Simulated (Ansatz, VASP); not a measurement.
## One calculation of Ir, two programs

```
Ir
1.0
     0.00000    1.92285    1.92285
     1.92285    0.00000    1.92285
     1.92285    1.92285    0.00000
Ir
1
Direct
  0.00000 0.00000 0.00000
```

Alike in both runs: task single point; functional r2SCAN; k mesh 4 × 4 × 4; occupations fermi-dirac, width 0.1 eV; no spin polarisation.

|  | VASP | Ansatz |
| --- | --- | --- |
| version | VASP 6.6.1 | Ansatz 0.2.0 |
| potentials or method | VASP PAW PBE potentials, release 64 (Ir_sv_GW), cutoff 550 eV | plane waves (500 eV) with PAW, scalar-relativistic |
| valence electrons in the cell | 17 | 17 |

```tsv
	VASP	Ansatz	Ansatz less VASP
pressure (GPa)	-12.8	-10.6	+2.19
```

VASP's potentials were made for PBE, not for r2SCAN. The functional is the same, so the differences come from potentials, cutoffs and numerics.

The k mesh is coarse, so the values compare programs but aren't converged. Spin-orbit coupling is off throughout.
